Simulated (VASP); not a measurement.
Input of a VASP 6.6.1 run:

File INCAR:

```
SYSTEM = Bi
PREC = Accurate
ENCUT = 520
EDIFF = 1E-7
ISMEAR = -1
SIGMA = 0.05
LREAL = .FALSE.
LASPH = .TRUE.
NELM = 60
ALGO = Normal
ISIF = 2
LWAVE = .FALSE.
LCHARG = .TRUE.
GGA = PE
LELF = .TRUE.
LVHAR = .TRUE.
NBANDS = 22
```

The input KPOINTS:

```
Automatic mesh
0
G
  7 7 7
  0 0 0
```

File POSCAR:

```
Bi
1.0
    2.2973389482      1.3263692602      3.9898217322
   -2.2973389482      1.3263692602      3.9898217322
    0.0000000000     -2.6527385203      3.9898217322
Bi
2
Direct
    0.7660000000      0.7660000000      0.7660000000
    0.2340000000      0.2340000000      0.2340000000
```

Potentials or basis: VASP PAW PBE potentials, release 64 (Bi_d).

Run with:

```bash
$ cat potpaw_PBE.64/Bi_d/POTCAR > POTCAR
$ mpirun -np 1 vasp_std > vasp.out
```

**Question.** Predict the pressure.

**Answer.** 0.1 GPa.

**Question.** Estimate the largest force.

**Answer.** 0.031 eV/Å.

Forces in eV/Å, atoms in the order of the input:
```
Bi   0.000  0.000 -0.031
Bi   0.000  0.000  0.031
```
